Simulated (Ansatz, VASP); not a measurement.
## One calculation of Ir, two programs

Contents of INCAR:

```
SYSTEM = Ir
  PREC = Accurate
  ENCUT = 520
  EDIFF = 1E-6
  ISMEAR = 0
  SIGMA = 0.15
  LREAL = .False.
  LASPH = .True.
  NELM = 100
  ALGO = Fast
  ISIF = 2
  LWAVE = .False.
  LCHARG = .False.
  NBANDS = 10
```

The input KPOINTS:

```
Automatic mesh
0
Gamma
  22 22 22
  0 0 0
```

The input POSCAR:

```
Ir
1.0
    0.0000000000      2.0060598506      1.7189926860
    2.0060598506      0.0000000000      1.7189926860
    2.0060598506      2.0060598506      0.0000000000
Ir
1
Direct
    0.0000000000      0.0000000000      0.0000000000
```

Input for Ansatz:

```yaml
crystal:
  lattice:
    - [0.0, 2.0060598506, 1.718992686]
    - [2.0060598506, 0.0, 1.718992686]
    - [2.0060598506, 2.0060598506, 0.0]
  atoms:
    - { symbol: Ir, position: [0.0, 0.0, 0.0] }
basis:
  ecutwfc: 420
kpoints:
  mp_grid: { grid: [22, 22, 22] }
hamiltonian:
  xc: lda
scf:
  occupations: { method: gaussian, width: 0.15 }
output:
  forces: true
  stress: true
  eigenvalues: true
```

Alike in both runs: task single point; functional LDA; k mesh 22 × 22 × 22; occupations gaussian, width 0.15 eV; no spin polarisation.

|  | VASP | Ansatz |
| --- | --- | --- |
| version | VASP 6.6.1 | Ansatz 0.2.0 |
| potentials or method | VASP PAW LDA potentials, release 64 (Ir), cutoff 520 eV | scalar-relativistic, plane waves, PAW |
| valence electrons in the cell | 9 | 17 |

VASP gave:

| Property | Result |
| --- | --- |
| gap on the k mesh at the Fermi level (eV) | none |
| pressure (GPa) | 7.3 |
| traceless stress, the component that is largest in VASP (GPa) | 32.35 |

Problem. Which values does Ansatz return?

Solution. gap on the k mesh at the Fermi level (eV): none; pressure (GPa): 4.9; traceless stress, the component that is largest in VASP (GPa): 32.52.

LDA's correlation is that of Perdew and Zunger in VASP and of Perdew and Wang (1992) in Ansatz. A gap of «none» marks a metal or a gap that the smearing closes. VASP's potentials hold 9 valence electrons a cell and Ansatz's 17, so a difference there can come from the potentials and not from the codes.

Neither program's run includes spin-orbit coupling.
